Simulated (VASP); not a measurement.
Input of a VASP 6.6.1 run:

INCAR

```
SYSTEM = Se
ALGO     = Normal         ! electronic algorithm
EDIFF    = 1E-6           ! SCF threshold, eV
ENCUT    = 520            ! plane-wave cutoff, eV
GGA      = RP             ! functional
ISIF     = 2              ! what is computed and relaxed
ISMEAR   = -1             ! smearing method
LASPH    = .TRUE.         ! aspherical terms in the spheres
LCHARG   = .FALSE.        ! write CHGCAR
LREAL    = .FALSE.        ! projectors in reciprocal space
LWAVE    = .FALSE.        ! write WAVECAR
NBANDS   = 13             ! bands
NELM     = 60             ! most SCF steps
PREC     = Accurate       ! precision mode
SIGMA    = 0.1            ! smearing width, eV
```

KPOINTS

```
k-points
0
G
  10 10 10
  0 0 0
```

File POSCAR:

```
Se
1.0
    0.0000000000      3.2901880929      3.2901880929
    3.2901880929      0.0000000000      3.2901880929
    3.2901880929      3.2901880929      0.0000000000
Se
2
Direct
    0.1250000000      0.1250000000      0.1250000000
    0.8750000000      0.8750000000      0.8750000000
```

Potentials or basis: VASP PAW PBE potentials, release 64 (Se).

Launch:

```sh
$ cat potpaw_PBE.64/Se/POTCAR > POTCAR
$ mpirun -np 1 vasp_std > vasp.out
```

Question: Estimate the band gap on the k mesh.

Answer: Zero (band 6 reaches 1.49 eV, above the bottom of band 7 at 0.58 eV).

Question: What does it give for the pressure?

Answer: -2.3 GPa.

Caveat: the PAW data sets were made with another functional, which shifts forces and pressure a little.
